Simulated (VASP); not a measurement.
TiIn2Au, 8 atoms in the cell. The structure is orthorhombic, space group Cmcm (No. 63). Conventional cell: a = 4.391 Å, b = 10.370 Å, c = 7.068 Å, α = 90.00°, β = 90.00°, γ = 90.00°. Within 3.5 Å of In (site symmetry m) lie 3 Au at 2.66 to 2.71 Å and 4 In at 2.79 to 3.31 Å and 5 Ti at 3.13 to 3.41 Å. Within 3.5 Å of Au (site symmetry m2m) lie 6 In at 2.66 to 2.71 Å and 3 Ti at 2.97 to 3.12 Å. Within 3.9 Å of Ti (site symmetry m2m) lie 5 Au at 2.97 to 3.80 Å and 10 In at 3.13 to 3.41 Å and 2 Ti at 3.87 Å. 

```yaml
Program: VASP 6.6.1
Task: single point
Functional: PBE
Potentials_or_basis: VASP PAW PBE potentials, release 64 (In_d, Au, Ti_sv)
Cutoff: 520 eV
k_mesh: 5 × 5 × 3
Occupations: fermi-dirac, width 0.1 eV
Spin: no spin polarisation
Dipole_correction: no
Further_INCAR_settings: ALGO = Normal; EDIFF = 1e-06; NBANDS = 59
```

Potentials or basis: VASP PAW PBE potentials, release 64 (In_d, Au, Ti_sv).

The run is started by

```console
$ cat potpaw_PBE.64/In_d/POTCAR potpaw_PBE.64/Au/POTCAR potpaw_PBE.64/Ti_sv/POTCAR > POTCAR
$ mpirun -np 1 vasp_std > vasp.out
```

Hardware: 1 thread of Intel Xeon 8259CL, with other jobs on the host.

How long does it take, and how much memory?

Wall time 4.9 min on 1 thread of Intel Xeon 8259CL (shared host), peak memory 0.36 GiB. Counts: scf iterations 14, k points 18.
